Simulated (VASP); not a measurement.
# CuO (P4/mmm) in VASP: settings compared

Aim: see how the results for CuO move with the level of theory and the settings. Levels: revPBE, PBEsol. Tasks: single point, relaxation of the atoms.

All numbers are computed with VASP 6.6.1; they aren't measurements. Logs are shortened: lines on timing, memory, paths and dates and some standing lists are left out, and cuts for length are marked.

## Step 1: The cell of the first run

The structure is tetragonal, space group P4/mmm (No. 123). The conventional cell has a = 4.161 Å, b = 4.161 Å, c = 3.888 Å, α = 90.00°, β = 90.00°, γ = 90.00°. Within 2.6 Å of Cu (site symmetry mmm) lie 4 O at 1.94 to 2.08 Å. Within 2.6 Å of Cu (site symmetry 4/mmm) lie 6 O at 1.94 to 2.08 Å. O (site symmetry 4/mmm) has 6 Cu at 1.94 to 2.08 Å within 2.6 Å. Within 2.6 Å of O (site symmetry mmm) lie 4 Cu at 1.94 to 2.08 Å.

## Step 2: Single point, revPBE

INCAR reads:

```
PREC = Accurate ; ENCUT = 820
EDIFF = 1E-6 ; ISMEAR = -1
SIGMA = 0.05 ; LREAL = False
LASPH = True ; NELM = 120
ALGO = Normal ; ISIF = 2
LWAVE = False ; LCHARG = False
GGA = RE ; NBANDS = 46
GGA_COMPAT = False
```

KPOINTS reads:

```
regular mesh
0
Gamma
  7 7 7
```

POSCAR reads:

```
CuO
1.0
    4.1609370000      0.0000000000      0.0000000000
    0.0000000000      4.1609370000      0.0000000000
    0.0000000000      0.0000000000      3.8876430000
Cu O
3 3
Direct
    0.5000000000      0.0000000000      0.5000000000
    0.0000000000      0.5000000000      0.5000000000
    0.0000000000      0.0000000000      0.0000000000
    0.0000000000      0.0000000000      0.5000000000
    0.5000000000      0.0000000000      0.0000000000
    0.0000000000      0.5000000000      0.0000000000
```

Potentials or basis: VASP PAW PBE potentials, release 64 (Cu_sv_GW, O).

Run with:

```
> cat potpaw_PBE.64/Cu_sv_GW/POTCAR potpaw_PBE.64/O/POTCAR > POTCAR
> mpirun -np 1 vasp_std > vasp.out
```

OUTCAR:

```text
PREC = Accurate
   ENCUT = 820
   EDIFF = 1E-6
   ISMEAR = -1
   LREAL = False
   LASPH = True
   NELM = 120
   ISIF = 2
   GGA = RE

 ion  position               nearest neighbor table
   1  0.500  0.000  0.500-   5 1.94   5 1.94   4 2.08   4 2.08
   2  0.000  0.500  0.500-   6 1.94   6 1.94   4 2.08   4 2.08
   3  0.000  0.000  0.000-   4 1.94   4 1.94   6 2.08   5 2.08   6 2.08   5 2.08
   4  0.000  0.000  0.500-   3 1.94   3 1.94   1 2.08   2 2.08   2 2.08   1 2.08
   5  0.500  0.000  0.000-   1 1.94   1 1.94   3 2.08   3 2.08
   6  0.000  0.500  0.000-   2 1.94   2 1.94   3 2.08   3 2.08

  LATTYP: Found a simple tetragonal cell.
 ALAT       =     4.1609370000
 C/A-ratio  =     0.9343191209

  Lattice vectors:

 A1 = (   4.1609370000,   0.0000000000,   0.0000000000)
 A2 = (   0.0000000000,   4.1609370000,   0.0000000000)
 A3 = (   0.0000000000,   0.0000000000,   3.8876430000)

Analysis of symmetry for initial positions (statically):
=====================================================================
 Subroutine PRICEL returns:
 Original cell was already a primitive cell.

 Routine SETGRP: Setting up the symmetry group for a
 simple tetragonal supercell.

 Subroutine GETGRP returns: Found 16 space group operations
 (whereof 16 operations were pure point group operations)
 out of a pool of 16 trial point group operations.

The static configuration has the point symmetry D_4h.

Analysis of symmetry for dynamics (positions and initial velocities):
=====================================================================
 Subroutine PRICEL returns:
 Original cell was already a primitive cell.

 Routine SETGRP: Setting up the symmetry group for a
 simple tetragonal supercell.

 Subroutine GETGRP returns: Found 16 space group operations
 (whereof 16 operations were pure point group operations)
 out of a pool of 16 trial point group operations.

The dynamic configuration has the point symmetry D_4h.

 Subroutine INISYM returns: Found 16 space group operations
 (whereof 16 operations are pure point group operations),
 and found     1 'primitive' translations

----------------------------------------------------------------------------------------

                                     Primitive cell

  volume of cell :      67.3083

  direct lattice vectors                    reciprocal lattice vectors
     4.160937000  0.000000000  0.000000000     0.240330483  0.000000000  0.000000000
     0.000000000  4.160937000  0.000000000     0.000000000  0.240330483  0.000000000
     0.000000000  0.000000000  3.887643000     0.000000000  0.000000000  0.257225265

  length of vectors
     4.160937000  4.160937000  3.887643000     0.240330483  0.240330483  0.257225265

  position of ions in fractional coordinates (direct lattice)
     0.500000000  0.000000000  0.500000000
     0.000000000  0.500000000  0.500000000
     0.000000000  0.000000000  0.000000000
     0.000000000  0.000000000  0.500000000
     0.500000000  0.000000000  0.000000000
     0.000000000  0.500000000  0.000000000

  ion indices of the primitive-cell ions
   primitive index   ion index
                 1           1
                 2           2
                 3           3
                 4           4
                 5           5
                 6           6

----------------------------------------------------------------------------------------

 KPOINTS: regular mesh

Automatic generation of k-mesh.
 Grid dimensions read from file:
 generate k-points for:    7    7    7

 Generating k-lattice:

  Cartesian coordinates                     Fractional coordinates (reciprocal lattice)
     0.034332926  0.000000000  0.000000000     0.142857143  0.000000000  0.000000000
     0.000000000  0.034332926  0.000000000     0.000000000  0.142857143  0.000000000
     0.000000000  0.000000000  0.036746466     0.000000000  0.000000000  0.142857143

  Length of vectors
     0.034332926  0.034332926  0.036746466

  Shift w.r.t. Gamma in fractional coordinates (k-lattice)
     0.000000000  0.000000000  0.000000000

 Subroutine IBZKPT returns following result:
 ===========================================

 Found     40 irreducible k-points:

 Following reciprocal coordinates:
            Coordinates               Weight
  0.000000  0.000000  0.000000      1.000000
  0.142857  0.000000  0.000000      4.000000
  0.285714  0.000000  0.000000      4.000000
  0.428571  0.000000  0.000000      4.000000
  0.142857  0.142857  0.000000      4.000000
  0.285714  0.142857  0.000000      8.000000
[... 16 lines left out ...]
  0.285714  0.000000  0.285714      8.000000
  0.428571  0.000000  0.285714      8.000000
 [... further k-points ...]
   k-points           NKPTS =     40   k-points in BZ     NKDIM =     40   number of bands    NBANDS=     46
   number of dos      NEDOS =    301   number of ions     NIONS =      6
   total plane-waves  NPLWV =  57600
   dimension x,y,z NGX =    40 NGY =   40 NGZ =   36
   dimension x,y,z NGXF=    80 NGYF=   80 NGZF=   72
   ions per type =               3   3
   NGX,Y,Z   is equivalent  to a cutoff of  15.98, 15.98, 15.39 a.u.
   NGXF,Y,Z  is equivalent  to a cutoff of  31.96, 31.96, 30.79 a.u.
 SYSTEM =  unknown system
   PREC   = accura    normal or accurate (medium, high low for compatibility)
   ISTART =      0    job   : 0-new  1-cont  2-samecut
   ICHARG =      2    charge: 1-file 2-atom 10-const
   ISPIN  =      1    spin polarized calculation?
   LNONCOLLINEAR =      F non collinear calculations
   LSORBIT =      F    spin-orbit coupling
   LASPH  =      T    aspherical Exc in radial PAW
   ENCUT  =  820.0 eV  60.27 Ry    7.76 a.u.   9.72  9.72  9.08*2*pi/ulx,y,z
   NELM   =    120;   NELMIN=  2; NELMDL= -5     # of ELM steps
   EDIFF  = 0.1E-05   stopping-criterion for ELM
   LREAL  =      F    real-space projection
   EDIFFG = 0.1E-04   stopping-criterion for IOM
   NSW    =      0    number of steps for IOM
   IBRION =     -1    ionic relax: 0-MD 1-quasi-New 2-CG
   NFREE  =      0    steps in history (QN), initial steepest desc. (CG)
   ISIF   =      2    stress and relaxation
   ISYM   =      2    0-nonsym 1-usesym 2-fastsym
   POTIM  = 0.5000    time-step for ionic-motion
   TEBEG  =    0.0;   TEEND  =   0.0 temperature during run
   PSTRESS=    0.0 pullay stress
   NELECT =      75.0000    total number of electrons
   NUPDOWN=      -1.0000    fix difference up-down
   EMIN   =  10.00;   EMAX   =-10.00  energy-range for DOS
   EFERMI =   0.00;   METHOD = LEGACY
   ISMEAR =    -1;   SIGMA  =   0.05  broadening in eV -4-tet -1-fermi 0-gaus
   EFERMI_NEDOS =   21; number of points for ismear=-14 and -15
   IALGO  =     38    algorithm
   IMIX   =      4    mixing-type and parameters
     AMIX     =   0.40;   BMIX     =  1.00
     AMIX_MAG =   1.60;   BMIX_MAG =  1.00
  volume/ion in A,a.u.               =      11.22        75.70
  Fermi-wavevector in a.u.,A,eV,Ry     =   1.697223  3.207287 39.192501  2.880568
  Thomas-Fermi vector in A             =   2.777944
   LORBIT       =      0    0 simple, 1 ext, 2 COOP (PROOUT), +10 PAW based schemes
   GGA     = RE    functional components
   LHFCALC =     F    Hartree Fock is set to
   AEXX    =    0.0000 exact exchange contribution
   IVDW    =     0    specifies the selected vdW correction
   LEPSILON=     F    determine dielectric tensor
   LRPA    =     F    only Hartree local field effects (RPA)
 non-spin polarized calculation
  energy-cutoff  :      820.00
  volume of cell :       67.31
 maximum number of plane-waves:      3623
 NGX is ok and might be reduce to    40
   NGX = 19   NGY = 19   NGZ = 19

 number of electron      75.0000007 magnetization

 Free energy of the ion-electron system (eV)
  ---------------------------------------------------
  ext. energy  EPLUGINS =         0.00000000
  ---------------------------------------------------
  free energy    TOTEN  =       -25.99376066 eV

  energy without entropy =      -25.96388840  energy(sigma->0) =      -25.97882453

 E-fermi :   4.2888     XC(G=0): -11.3109

 val. band max:        4.2753457203   @ k =   0.1429   0.1429   0.4286
 cond. band min:       4.3380942910   @ k =   0.2857   0.2857   0.0000
 fundamental gap:      0.0627485707
 Fermi energy:         4.2888043218

 k-point     1 :       0.0000    0.0000    0.0000
  band No.  band energies     occupation
      1    -108.4657      2.00000
      2    -107.9584      2.00000
      3    -107.9575      2.00000
      4     -65.8488      2.00000
      5     -65.7495      2.00000
      6     -65.7495      2.00000
[... 38 lines left out ...]
     45      15.5716      0.00000
     46      16.0581      0.00000

 k-point     2 :       0.1429    0.0000    0.0000
  band No.  band energies     occupation
      1    -108.4656      2.00000
      2    -107.9584      2.00000
      3    -107.9574      2.00000
      4     -65.8486      2.00000
      5     -65.7494      2.00000
      6     -65.7494      2.00000
[... 38 lines left out ...]
     45      16.0641      0.00000
     46      16.1400      0.00000

 k-point     3 :       0.2857    0.0000    0.0000
  band No.  band energies     occupation
      1    -108.4656      2.00000
      2    -107.9581      2.00000
      3    -107.9575      2.00000
      4     -65.8486      2.00000
      5     -65.7494      2.00000
      6     -65.7492      2.00000
[... 38 lines left out ...]
     45      16.0732      0.00000
     46      16.8214      0.00000

 k-point     4 :       0.4286    0.0000    0.0000
  band No.  band energies     occupation
      1    -108.4656      2.00000
      2    -107.9579      2.00000
      3    -107.9577      2.00000
      4     -65.8485      2.00000
      5     -65.7493      2.00000
      6     -65.7492      2.00000
[... 920 lines left out ...]
     45      14.1574      0.00000
     46      17.6617      0.00000

 k-point    23 :       0.2857    0.0000    0.2857
  band No.  band energies     occupation
      1    -108.4656      2.00000
      2    -107.9582      2.00000
      3    -107.9575      2.00000
      4     -65.8488      2.00000
      5     -65.7493      2.00000
      6     -65.7492      2.00000
[... 38 lines left out ...]
     45      14.6363      0.00000
     46      16.8273      0.00000

 k-point    24 :       0.4286    0.0000    0.2857
  band No.  band energies     occupation
      1    -108.4656      2.00000
      2    -107.9580      2.00000
      3    -107.9578      2.00000
      4     -65.8488      2.00000
      5     -65.7494      2.00000
      6     -65.7493      2.00000
[... 38 lines left out ...]
     45      15.4147      0.00000
     46      16.7460      0.00000

 [... further k-points ...]

------------------------ aborting loop because EDIFF is reached ----------------------------------------

  FORCE on cell =-STRESS in cart. coord.  units (eV):
  Direction    XX          YY          ZZ          XY          YZ          ZX
  --------------------------------------------------------------------------------------
  -------------------------------------------------------------------------------------
  Total        1.9170315      1.9170315      2.0946910      0.0000000      0.0000000      0.0000000
  in kB       45.6321763     45.6321763     49.8611041      0.0000000      0.0000000      0.0000000
  external PRESSURE =      47.0418189 kB  Pullay stress =       0.0000000 kB

 VOLUME and BASIS-vectors are now :
 -----------------------------------------------------------------------------
  energy-cutoff  :      820.00
  volume of cell :       67.31
      direct lattice vectors                 reciprocal lattice vectors
     4.160937000  0.000000000  0.000000000     0.240330483  0.000000000  0.000000000
     0.000000000  4.160937000  0.000000000     0.000000000  0.240330483  0.000000000
     0.000000000  0.000000000  3.887643000     0.000000000  0.000000000  0.257225265

 POSITION                                       TOTAL-FORCE (eV/Angst)
 -----------------------------------------------------------------------------------
      2.08047      0.00000      1.94382         0.000000      0.000000      0.000000
      0.00000      2.08047      1.94382         0.000000      0.000000      0.000000
      0.00000      0.00000      0.00000         0.000000      0.000000      0.000000
      0.00000      0.00000      1.94382         0.000000      0.000000      0.000000
      2.08047      0.00000      0.00000         0.000000      0.000000      0.000000
      0.00000      2.08047      0.00000         0.000000      0.000000      0.000000
 -----------------------------------------------------------------------------------
    total drift:                               -0.000000     -0.000000     -0.000000

  FREE ENERGIE OF THE ION-ELECTRON SYSTEM (eV)
  ---------------------------------------------------
  free  energy   TOTEN  =       -25.9937606578 eV

  energy  without entropy=      -25.9638883993  energy(sigma->0) =      -25.97882453
```

Run time: 3.3 min. Hardware: 1 thread of AMD EPYC 9R45 (Zen 5), shared host; peak memory 0.34 GiB.

Results:

```yaml
Free_energy: -25.9938 eV
Pressure: 4.7 GPa
Band_gap_on_the_k_mesh: zero (an odd number of electrons rules out a gap without spin polarisation)
```

Levels at points of the mesh, in eV from the Fermi level:
| k point | band 35 | band 36 | band 37 | band 38 | band 39 | band 40 | band 41 | band 42 |
| --- | --- | --- | --- | --- | --- | --- | --- | --- |
| (0.00, 0.00, 0.00) | -1.53 | -1.48 | -1.48 | -1.46 | -1.37 | 1.32 | 6.11 | 7.55 |

Caveat: the cell stands under pressure; the PAW data sets were made with another functional, which shifts forces and pressure a little; an odd number of electrons without spin polarisation forces a metal; a magnetic or distorted state may lie lower; semilocal functionals often make such compounds metallic where correlation or magnetic order opens a gap, which also shifts bond lengths. With open d or f shells a metallic result of revPBE can be an artefact of self-interaction; +U or a hybrid may open a gap.

## Step 3: Relaxation of the atoms, PBEsol

This run uses another cell than the first one, of 10.99 Å³/atom.

INCAR reads:

```
PREC = Accurate
ENCUT = 520
EDIFF = 1E-6
ISMEAR = -1
SIGMA = 0.05
LREAL = F
LASPH = T
NELM = 100
ALGO = Normal
ISIF = 2
LWAVE = F
LCHARG = F
GGA = PS
IBRION = 2
NSW = 60
EDIFFG = -0.01
```

KPOINTS reads:

```
regular mesh
0
Gamma
  6 6 6
```

Edit POSCAR of step 2 so:

```diff
@@ -4,3 +4,3 @@
     0.0000000000      4.1609370000      0.0000000000
-    0.0000000000      0.0000000000      3.8876430000
+    0.0000000000      0.0000000000      3.8098901400
 Cu O
```

Potentials or basis: VASP PAW PBE potentials, release 64 (Cu, O).

Run with:

```
> cat potpaw_PBE.64/Cu/POTCAR potpaw_PBE.64/O/POTCAR > POTCAR
> mpirun -np 1 vasp_std > vasp.out
```

Wall time 2.5 min (1 thread of Intel Xeon 8259CL, shared host); peak memory 0.21 GiB.

Results (log left out):

```yaml
Free_energy: -30.5674 eV
Pressure_after_relaxing: -0.2 GPa
Band_gap_on_the_k_mesh: zero (an odd number of electrons rules out a gap without spin polarisation)
```

Stress tensor (GPa, compression positive):
```
-0.90  0.00  0.00
 0.00 -0.90  0.00
 0.00  0.00  1.16
```

Final structure:
```cif
data_structure
_symmetry_space_group_name_H-M 'P 1'
_symmetry_Int_Tables_number 1
_cell_length_a 4.1609
_cell_length_b 4.1609
_cell_length_c 3.8099
_cell_angle_alpha 90.000
_cell_angle_beta 90.000
_cell_angle_gamma 90.000
_cell_volume 65.96
loop_
_atom_site_label
_atom_site_type_symbol
_atom_site_fract_x
_atom_site_fract_y
_atom_site_fract_z
_atom_site_occupancy
Cu1 Cu 0.50000 0.00000 0.50000 1
Cu2 Cu 0.00000 0.50000 0.50000 1
Cu3 Cu 0.00000 0.00000 0.00000 1
O1 O 0.00000 0.00000 0.50000 1
O2 O 0.50000 0.00000 0.00000 1
O3 O 0.00000 0.50000 0.00000 1
```

Levels at points of the mesh, in eV from the Fermi level:
```tsv
k point	band 22	band 23	band 24	band 25	band 26	band 27	band 28	band 29	band 30
(0.00, 0.00, 0.00)	-1.75	-1.59	-1.59	-1.57	-1.48	-1.35	1.44	6.22	7.74
(0.50, 0.00, 0.00)	-1.70	-1.59	-1.47	-1.06	-0.70	-0.58	3.99	4.01	8.57
(0.50, 0.50, 0.00)	-1.41	-1.35	-0.88	-0.46	-0.46	0.92	3.67	6.38	6.38
(0.00, 0.00, 0.50)	-1.07	-1.07	-0.70	-0.14	-0.14	0.03	5.35	6.87	7.63
(0.50, 0.00, 0.50)	-1.01	-0.84	-0.41	-0.05	1.30	1.31	4.71	6.71	7.48
(0.50, 0.50, 0.50)	-0.34	0.20	1.23	1.36	1.36	1.40	1.86	6.95	8.28
```

Caveat: the PAW data sets were made with another functional, which shifts forces and pressure a little; an odd number of electrons without spin polarisation forces a metal; a magnetic or distorted state may lie lower; semilocal functionals often make such compounds metallic where correlation or magnetic order opens a gap, which also shifts bond lengths. With open d or f shells a metallic result of PBEsol can be an artefact of self-interaction; +U or a hybrid may open a gap.

[end of part 1 of 2]

The gap in the log of VASP goes by the Fermi energy; the results here count the filled bands.